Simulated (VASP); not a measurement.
# Si62B (a cell with a defect) in VASP: single point with PBE

Aim: the single point of Si62B (a cell with a defect) with PBE.

Program: VASP 6.6.1. These are calculated values, not measurements. Logs are shortened: lines on timing, memory, paths and dates and some standing lists are left out, and cuts for length are marked.

### 1 The cell of the first run

The cell holds a defect, 63 atoms: a = 10.860 Å, b = 10.860 Å, c = 10.860 Å, α = 90.00°, β = 90.00°, γ = 90.00°.

### 2 Single point, PBE

Input file INCAR:

```
ALGO = Normal ; EDIFF = 1E-6
ENCUT = 520 ; GGA = PE
ISIF = 2 ; ISMEAR = 0
LASPH = True ; LCHARG = True
LELF = True ; LREAL = Auto
LVHAR = True ; LWAVE = False
NBANDS = 162 ; NELECT = 252.0
NELM = 80 ; PREC = Accurate
SIGMA = 0.02
```

Input file KPOINTS:

```
k-points
0
Gamma
  1 1 1
```

Input file POSCAR:

```
Si62B
1.0
   10.8600000000      0.0000000000      0.0000000000
    0.0000000000     10.8600000000      0.0000000000
    0.0000000000      0.0000000000     10.8600000000
Si B
62 1
Direct
    0.4989019862     -0.0000901379      0.0010980138
    0.6210535656      0.1285282892      0.1245139948
    0.7456023441      0.2547681328     -0.0002876079
    0.8744661343      0.3744900020      0.1255099980
    0.7480299603      0.0016260263      0.2494745961
    0.8743562547      0.1246858732      0.3753141268
   -0.0014762804     -0.0014762804      0.0010778320
    0.1251245306      0.1251245306      0.1250824541
    0.2536841155      0.2536841155      0.0083046670
    0.6140732797      0.6140732797      0.1120290378
    0.7480846992      0.7480846992     -0.0008334981
    0.8728899980      0.8728899980      0.1261290640
    0.2495903718     -0.0002195954      0.2504096282
    0.3749175459      0.1251245306      0.3748754694
    0.4916953330      0.2536841155      0.2463158845
    0.6210535656      0.3754860052      0.3714717108
    0.7456023441      0.5002876079      0.2452318672
    0.8740161837      0.6231177140      0.3728980178
    0.4989221680     -0.0014762804      0.5014762804
    0.6231177140      0.1271019822      0.6259838163
    0.7480299603      0.2505254039      0.4983739737
    0.8728899980      0.3738709360      0.6271100020
    0.7500999404      0.0018177682      0.7499000596
    0.8740161837      0.1271019822      0.8768822860
   -0.0000901379      0.4989019862      0.0010980138
    0.1285282892      0.6210535656      0.1245139948
    0.2547681328      0.7456023441     -0.0002876079
    0.3744900020      0.8744661343      0.1255099980
   -0.0002195954      0.2495903718      0.2504096282
    0.1251245306      0.3749175459      0.3748754694
    0.2536841155      0.4916953330      0.2463158845
    0.3754860052      0.6210535656      0.3714717108
    0.5002876079      0.7456023441      0.2452318672
    0.6231177140      0.8740161837      0.3728980178
   -0.0008785408     -0.0008785408      0.5008785408
    0.1246858732      0.1246858732      0.6256437453
    0.2495903718      0.2495903718      0.5002195954
    0.3744900020      0.3744900020      0.6255338657
    0.4989019862      0.4989019862      0.5000901379
    0.6250090265      0.6250090265      0.6240739716
    0.7500999404      0.7500999404      0.4981822318
    0.8743953613      0.8743953613      0.6256046387
    0.2505254039      0.0016260263      0.7519700397
    0.3754860052      0.1285282892      0.8789464344
    0.5002876079      0.2547681328      0.7543976559
    0.6140732797      0.3879709622      0.8859267203
    0.7480846992      0.5008334981      0.7519153008
    0.8759260284      0.6250090265      0.8749909735
    0.0016260263      0.7480299603      0.2494745961
    0.1246858732      0.8743562547      0.3753141268
   -0.0014762804      0.4989221680      0.5014762804
    0.1271019822      0.6231177140      0.6259838163
    0.2505254039      0.7480299603      0.4983739737
    0.3738709360      0.8728899980      0.6271100020
    0.0016260263      0.2505254039      0.7519700397
    0.1285282892      0.3754860052      0.8789464344
    0.2547681328      0.5002876079      0.7543976559
    0.3879709622      0.6140732797      0.8859267203
    0.5008334981      0.7480846992      0.7519153008
    0.6250090265      0.8759260284      0.8749909735
    0.0018177682      0.7500999404      0.7499000596
    0.1271019822      0.8740161837      0.8768822860
    0.5264147678      0.5264147678     -0.0264147678
```

Potentials or basis: VASP PAW PBE potentials, release 64 (Si, B).

On the command line:

```
$ cat potpaw_PBE.64/Si/POTCAR potpaw_PBE.64/B/POTCAR > POTCAR
$ mpirun -np 1 vasp_gam > vasp.out
```

OUTCAR:

```text
EDIFF = 1E-6
   ENCUT = 520
   GGA = PE
   ISIF = 2
   ISMEAR = 0
   LASPH = True
   LREAL = Auto
   NELECT = 252.0
   NELM = 80
   PREC = Accurate

 ion  position               nearest neighbor table
   1  0.499  1.000  0.001-  28 2.35   2 2.35  44 2.35  60 2.36
   2  0.621  0.129  0.125-   1 2.35   3 2.36  15 2.36   5 2.38
   3  0.746  0.255  1.000-   4 2.35   2 2.36  24 2.38  46 2.38
   4  0.874  0.374  0.126-  25 2.35  17 2.35   3 2.35  29 2.35
   5  0.748  0.002  0.249-   6 2.35  34 2.36  12 2.36   2 2.38
   6  0.874  0.125  0.375-  29 2.35  21 2.35   5 2.35  35 2.36
   7  0.999  0.999  0.001-  12 2.36   8 2.37  24 2.37  62 2.37
   8  0.125  0.125  0.125-   9 2.35  13 2.35  29 2.35   7 2.37
   9  0.254  0.254  0.008-   8 2.35  44 2.36  56 2.36
  10  0.614  0.614  0.112-  63 2.02  33 2.38  17 2.38  11 2.40
  11  0.748  0.748  0.999-  48 2.35  60 2.35  12 2.36  10 2.40
  12  0.873  0.873  0.126-   7 2.36  11 2.36   5 2.36  49 2.36
  13  0.250  1.000  0.250-  28 2.35  14 2.35   8 2.35  50 2.35
  14  0.375  0.125  0.375-  15 2.35  13 2.35  37 2.35  19 2.37
  15  0.492  0.254  0.246-  14 2.35   2 2.36  16 2.36
  16  0.621  0.375  0.371-  39 2.35  17 2.36  15 2.36  21 2.38
  17  0.746  0.500  0.245-   4 2.35  16 2.36  18 2.38  10 2.38
  18  0.874  0.623  0.373-  49 2.36  41 2.36  51 2.37  17 2.38
  19  0.499  0.999  0.501-  54 2.36  14 2.37  34 2.37  20 2.37
  20  0.623  0.127  0.626-  21 2.36  23 2.36  19 2.37  45 2.38
  21  0.748  0.251  0.498-   6 2.35  20 2.36  22 2.36  16 2.38
  22  0.873  0.374  0.627-  51 2.36  47 2.36  21 2.36  55 2.36
[... 38 lines left out ...]
  61  0.002  0.750  0.750-  42 2.36  48 2.36  52 2.36  62 2.36
  62  0.127  0.874  0.877-  43 2.36  61 2.36   7 2.37  27 2.38
  63  0.526  0.526  0.974-  10 2.02  46 2.02  58 2.02

  LATTYP: Found a simple cubic cell.
 ALAT       =    10.8600000000

  Lattice vectors:

 A1 = (  10.8600000000,   0.0000000000,   0.0000000000)
 A2 = (   0.0000000000,  10.8600000000,   0.0000000000)
 A3 = (   0.0000000000,   0.0000000000,  10.8600000000)

Analysis of symmetry for initial positions (statically):
=====================================================================
 Subroutine PRICEL returns:
 Original cell was already a primitive cell.

 Routine SETGRP: Setting up the symmetry group for a
 simple cubic supercell.

 Subroutine GETGRP returns: Found  6 space group operations
 (whereof  2 operations were pure point group operations)
 out of a pool of 48 trial point group operations.

The static configuration has the point symmetry C_1h.
 The point group associated with its full space group is C_3v.

Analysis of symmetry for dynamics (positions and initial velocities):
=====================================================================
 Subroutine PRICEL returns:
 Original cell was already a primitive cell.

 Routine SETGRP: Setting up the symmetry group for a
 simple cubic supercell.

 Subroutine GETGRP returns: Found  6 space group operations
 (whereof  2 operations were pure point group operations)
 out of a pool of 48 trial point group operations.

The dynamic configuration has the point symmetry C_1h.
 The point group associated with its full space group is C_3v.

 Subroutine INISYM returns: Found  6 space group operations
 (whereof  2 operations are pure point group operations),
 and found     1 'primitive' translations

----------------------------------------------------------------------------------------

                                     Primitive cell

  volume of cell :    1280.8241

  direct lattice vectors                    reciprocal lattice vectors
    10.860000000  0.000000000  0.000000000     0.092081031  0.000000000  0.000000000
     0.000000000 10.860000000  0.000000000     0.000000000  0.092081031  0.000000000
     0.000000000  0.000000000 10.860000000     0.000000000  0.000000000  0.092081031

  length of vectors
    10.860000000 10.860000000 10.860000000     0.092081031  0.092081031  0.092081031

  position of ions in fractional coordinates (direct lattice)
     0.498901986  0.999909862  0.001098014
     0.621053566  0.128528289  0.124513995
     0.745602344  0.254768133  0.999712392
     0.874466134  0.374490002  0.125509998
     0.748029960  0.001626026  0.249474596
     0.874356255  0.124685873  0.375314127
[... 55 lines left out ...]
     0.127101982  0.874016184  0.876882286
     0.526414768  0.526414768  0.973585232

  ion indices of the primitive-cell ions
   primitive index   ion index
                 1           1
                 2           2
                 3           3
                 4           4
                 5           5
                 6           6
[... 55 lines left out ...]
                62          62
                63          63

----------------------------------------------------------------------------------------

 KPOINTS: k-points

Automatic generation of k-mesh.
 Grid dimensions read from file:
 generate k-points for:    1    1    1

 Generating k-lattice:

  Cartesian coordinates                     Fractional coordinates (reciprocal lattice)
     0.092081031  0.000000000  0.000000000     1.000000000  0.000000000  0.000000000
     0.000000000  0.092081031  0.000000000     0.000000000  1.000000000  0.000000000
     0.000000000  0.000000000  0.092081031     0.000000000  0.000000000  1.000000000

  Length of vectors
     0.092081031  0.092081031  0.092081031

  Shift w.r.t. Gamma in fractional coordinates (k-lattice)
     0.000000000  0.000000000  0.000000000

 Subroutine IBZKPT returns following result:
 ===========================================

 Found      1 irreducible k-points:

 Following reciprocal coordinates:
            Coordinates               Weight
  0.000000  0.000000  0.000000      1.000000
   k-points           NKPTS =      1   k-points in BZ     NKDIM =      1   number of bands    NBANDS=    162
   number of dos      NEDOS =    301   number of ions     NIONS =     63
   total plane-waves  NPLWV = 592704
   dimension x,y,z NGX =    84 NGY =   84 NGZ =   84
   dimension x,y,z NGXF=   168 NGYF=  168 NGZF=  168
   ions per type =              62   1
   NGX,Y,Z   is equivalent  to a cutoff of  12.86, 12.86, 12.86 a.u.
   NGXF,Y,Z  is equivalent  to a cutoff of  25.72, 25.72, 25.72 a.u.
 SYSTEM =  unknown system
   PREC   = accura    normal or accurate (medium, high low for compatibility)
   ISTART =      0    job   : 0-new  1-cont  2-samecut
   ICHARG =      2    charge: 1-file 2-atom 10-const
   ISPIN  =      1    spin polarized calculation?
   LNONCOLLINEAR =      F non collinear calculations
   LSORBIT =      F    spin-orbit coupling
   LASPH  =      T    aspherical Exc in radial PAW
   ENCUT  =  520.0 eV  38.22 Ry    6.18 a.u.  20.19 20.19 20.19*2*pi/ulx,y,z
   NELM   =     80;   NELMIN=  2; NELMDL= -5     # of ELM steps
   EDIFF  = 0.1E-05   stopping-criterion for ELM
   LREAL  =      T    real-space projection
   EDIFFG = 0.1E-04   stopping-criterion for IOM
   NSW    =      0    number of steps for IOM
   IBRION =     -1    ionic relax: 0-MD 1-quasi-New 2-CG
   NFREE  =      0    steps in history (QN), initial steepest desc. (CG)
   ISIF   =      2    stress and relaxation
   ISYM   =      2    0-nonsym 1-usesym 2-fastsym
   POTIM  = 0.5000    time-step for ionic-motion
   TEBEG  =    0.0;   TEEND  =   0.0 temperature during run
   PSTRESS=    0.0 pullay stress
   NELECT =     252.0000    total number of electrons
   NUPDOWN=      -1.0000    fix difference up-down
   EMIN   =  10.00;   EMAX   =-10.00  energy-range for DOS
   EFERMI =   0.00;   METHOD = LEGACY
   ISMEAR =     0;   SIGMA  =   0.02  broadening in eV -4-tet -1-fermi 0-gaus
   EFERMI_NEDOS =   21; number of points for ismear=-14 and -15
   IALGO  =     38    algorithm
   IMIX   =      4    mixing-type and parameters
     AMIX     =   0.40;   BMIX     =  1.00
     AMIX_MAG =   1.60;   BMIX_MAG =  1.00
  volume/ion in A,a.u.               =      20.33       137.20
  Fermi-wavevector in a.u.,A,eV,Ry     =   0.952164  1.799329 12.335269  0.906617
  Thomas-Fermi vector in A             =   2.080702
   LORBIT       =      0    0 simple, 1 ext, 2 COOP (PROOUT), +10 PAW based schemes
   GGA     = PE    functional components
   LHFCALC =     F    Hartree Fock is set to
   AEXX    =    0.0000 exact exchange contribution
   IVDW    =     0    specifies the selected vdW correction
   LEPSILON=     F    determine dielectric tensor
   LRPA    =     F    only Hartree local field effects (RPA)
 non-spin polarized calculation
 Gauss-broadening in eV      SIGMA  =   0.02
  energy-cutoff  :      520.00
  volume of cell :     1280.82
 maximum number of plane-waves:     17229
 NGX is ok and might be reduce to    84
   NGX = 41   NGY = 41   NGZ = 41

 number of electron     251.9999990 magnetization

 Free energy of the ion-electron system (eV)
  ---------------------------------------------------
  ext. energy  EPLUGINS =         0.00000000
  ---------------------------------------------------
  free energy    TOTEN  =      -327.03301378 eV

  energy without entropy =     -327.00831967  energy(sigma->0) =     -327.02066672

 E-fermi :   6.2525     XC(G=0):  -9.3207

 val. band max:        5.3678238235   @ k =   0.0000   0.0000   0.0000
 cond. band min:       6.2530681512   @ k =   0.0000   0.0000   0.0000
 fundamental gap:      0.8852443277
 Fermi energy:         6.2524607866

 k-point     1 :       0.0000    0.0000    0.0000
  band No.  band energies     occupation
      1      -6.2892      2.00000
      2      -5.2635      2.00000
      3      -5.2444      2.00000
      4      -5.2444      2.00000
      5      -5.2105      2.00000
      6      -5.2105      2.00000
[... 130 lines left out ...]
    137       6.8388      0.00000
    138       6.9231      0.00000
 [bands above 138 left out]

------------------------ aborting loop because EDIFF is reached ----------------------------------------

  FORCE on cell =-STRESS in cart. coord.  units (eV):
  Direction    XX          YY          ZZ          XY          YZ          ZX
  --------------------------------------------------------------------------------------
  -------------------------------------------------------------------------------------
  Total       19.5987130     19.5987130     19.5987130      2.8479936     -2.8479936     -2.8479936
  in kB       24.5159462     24.5159462     24.5159462      3.5625430     -3.5625430     -3.5625430
  external PRESSURE =      24.5159462 kB  Pullay stress =       0.0000000 kB

 VOLUME and BASIS-vectors are now :
 -----------------------------------------------------------------------------
  energy-cutoff  :      520.00
  volume of cell :     1280.82
      direct lattice vectors                 reciprocal lattice vectors
    10.860000000  0.000000000  0.000000000     0.092081031  0.000000000  0.000000000
     0.000000000 10.860000000  0.000000000     0.000000000  0.092081031  0.000000000
     0.000000000  0.000000000 10.860000000     0.000000000  0.000000000  0.092081031

 POSITION                                       TOTAL-FORCE (eV/Angst)
 -----------------------------------------------------------------------------------
      5.41808     10.85902      0.01192         0.005112     -0.000284     -0.005112
      6.74464      1.39582      1.35222         0.012843     -0.004019     -0.006608
      8.09724      2.76678     10.85688         0.004273     -0.009647      0.006607
      9.49670      4.06696      1.36304        -0.006354     -0.000677      0.000677
      8.12361      0.01766      2.70929        -0.003488      0.004932      0.011296
      9.49551      1.35409      4.07591         0.001134      0.006503     -0.006503
[... 55 lines left out ...]
      1.38033      9.49182      9.52294         0.003078     -0.008682     -0.001267
      5.71686      5.71686     10.57314        -0.001169     -0.001169      0.001169
 -----------------------------------------------------------------------------------
    total drift:                               -0.006835     -0.006835      0.006835

  FREE ENERGIE OF THE ION-ELECTRON SYSTEM (eV)
  ---------------------------------------------------
  free  energy   TOTEN  =      -327.0330137763 eV

  energy  without entropy=     -327.0083196701  energy(sigma->0) =     -327.02066672
```

It took 5 min on 1 thread of Intel Xeon Platinum 8488C (Sapphire Rapids), shared host; peak memory 1 GiB.

Results:

| Property | Result |
| --- | --- |
| Free energy | -327.0330 eV |
| Largest force | 0.033 eV/Å |

Forces on the atoms (eV/Å):
```
Si   0.005  0.000 -0.005
Si   0.013 -0.004 -0.007
Si   0.004 -0.010  0.007
Si  -0.006 -0.001  0.001
Si  -0.003  0.005  0.011
Si   0.001  0.007 -0.007
Si   0.004  0.004 -0.003
Si  -0.004 -0.004  0.000
Si   0.016  0.016  0.023
Si   0.002  0.002 -0.018
Si  -0.006 -0.006  0.000
Si   0.003  0.003 -0.011
Si  -0.008 -0.005  0.008
Si   0.000 -0.004  0.004
Si  -0.023  0.016 -0.016
Si   0.013  0.007  0.004
Si   0.004 -0.007  0.010
Si  -0.009  0.001 -0.003
Si   0.003  0.004 -0.004
Si   0.001  0.003  0.009
Si  -0.003 -0.011 -0.005
Si   0.003  0.011 -0.003
Si  -0.006 -0.006  0.006
Si  -0.009  0.003 -0.001
Si   0.000  0.005 -0.005
Si  -0.004  0.013 -0.007
Si  -0.010  0.004  0.007
Si  -0.001 -0.006  0.001
Si  -0.005 -0.008  0.008
Si  -0.004  0.000  0.004
Si   0.016 -0.023 -0.016
Si   0.007  0.013  0.004
Si  -0.007  0.004  0.010
Si   0.001 -0.009 -0.003
Si  -0.003 -0.003  0.003
Si   0.007  0.007 -0.001
Si  -0.008 -0.008  0.005
Si  -0.001 -0.001  0.006
Si   0.005  0.005  0.000
Si  -0.001 -0.001 -0.008
Si  -0.006 -0.006  0.006
Si   0.001  0.001 -0.001
Si  -0.011  0.005  0.003
Si   0.007 -0.004 -0.013
Si  -0.007 -0.010 -0.004
Si   0.002  0.018 -0.002
Si  -0.006  0.000  0.006
Si   0.008 -0.001  0.001
Si   0.005 -0.003  0.011
Si   0.007  0.001 -0.007
Si   0.004  0.003 -0.004
Si   0.003  0.001  0.009
Si  -0.011 -0.003 -0.005
Si   0.011  0.003 -0.003
Si   0.005 -0.011  0.003
Si  -0.004  0.007 -0.013
Si  -0.010 -0.007 -0.004
Si   0.018  0.002 -0.002
Si   0.000 -0.006  0.006
Si  -0.001  0.008  0.001
Si  -0.006 -0.006  0.006
Si   0.003 -0.009 -0.001
B   -0.001 -0.001  0.001
```

Levels at points of the mesh, in eV from the Fermi level:
| k point | band 121 | band 122 | band 123 | band 124 | band 125 | band 126 | band 127 | band 128 | band 129 | band 130 |
| --- | --- | --- | --- | --- | --- | --- | --- | --- | --- | --- |
| (0.00, 0.00, 0.00) | -1.74 | -1.74 | -0.89 | -0.88 | -0.88 | 0.00 | 0.00 | 0.03 | 0.11 | 0.11 |

Caveat: the k points lie up to 0.58 Å⁻¹ apart; the cell carries a net charge on a neutralising background, which shifts energy and pressure; the cell is charged against a uniform background, so pressure and absolute levels hang on convention.
